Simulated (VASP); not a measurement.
TiGe4Mo:

```
CELL_PARAMETERS angstrom
3.54014 0.00000 0.00000
0.00000 3.54014 0.00000
0.00000 0.00000 8.72869
ATOMIC_POSITIONS crystal
Ti 0.50000 0.50000 0.50000
Ge 0.00000 0.00000 0.66167
Ge 0.50000 0.50000 0.16167
Ge 0.00000 0.00000 0.33833
Ge 0.50000 0.50000 0.83833
Mo 0.00000 0.00000 0.00000
```

```yaml
Program: VASP 6.6.1
Task: relaxation of cell and atoms
Functional: PBE
Potentials_or_basis: VASP PAW PBE potentials, release 64 (Ti_sv, Ge_d, Mo_sv)
Cutoff: 600 eV
k_mesh: 6 × 6 × 2
Occupations: gaussian, width 0.1 eV
Spin: no spin polarisation
```

At the start: pressure -13.7 GPa; volume 18.23 Å³/atom.

Question: How do energy, volume and symmetry change on relaxing?

Answer: Over 13 steps the energy falls by 123.9 meV/atom and the volume is 15.84 Å³/atom (-13.1 %); space group P4/mmm (No. 123, to 0.05 Å).

Step by step:
```
step  energy change (eV)  largest force (eV/Å)  pressure (GPa)  volume (Å³)
   1              0.0000                0.4342          -13.67       109.39
   2             -0.3401                0.6978           15.92        86.56
   3             -0.7210                0.2349           -0.03        95.08
   4             -0.7210                0.2396            0.45        94.81
   5             -0.7396                0.1635            0.30        94.65
   6             -0.7399                0.1512            0.34        94.63
   7             -0.7420                0.0789           -0.37        95.06
   8             -0.7421                0.0700           -0.23        95.12
   9             -0.7421                0.0557           -0.25        95.23
  10             -0.7416                0.0534           -0.89        95.46
  11             -0.7421                0.0555           -0.59        95.27
  12             -0.7421                0.0559           -0.54        95.25
  13             -0.7431                0.0102           -0.19        95.02
```

Final structure:
```cif
data_structure
_symmetry_space_group_name_H-M 'P 1'
_symmetry_Int_Tables_number 1
_cell_length_a 3.3449
_cell_length_b 3.3449
_cell_length_c 8.4925
_cell_angle_alpha 90.000
_cell_angle_beta 90.000
_cell_angle_gamma 90.000
_cell_volume 95.02
loop_
_atom_site_label
_atom_site_type_symbol
_atom_site_fract_x
_atom_site_fract_y
_atom_site_fract_z
_atom_site_occupancy
Ti1 Ti 0.50000 0.50000 0.50000 1
Ge1 Ge 0.00000 0.00000 0.66542 1
Ge2 Ge 0.50000 0.50000 0.16017 1
Ge3 Ge 0.00000 0.00000 0.33458 1
Ge4 Ge 0.50000 0.50000 0.83983 1
Mo1 Mo 0.00000 0.00000 0.00000 1
```
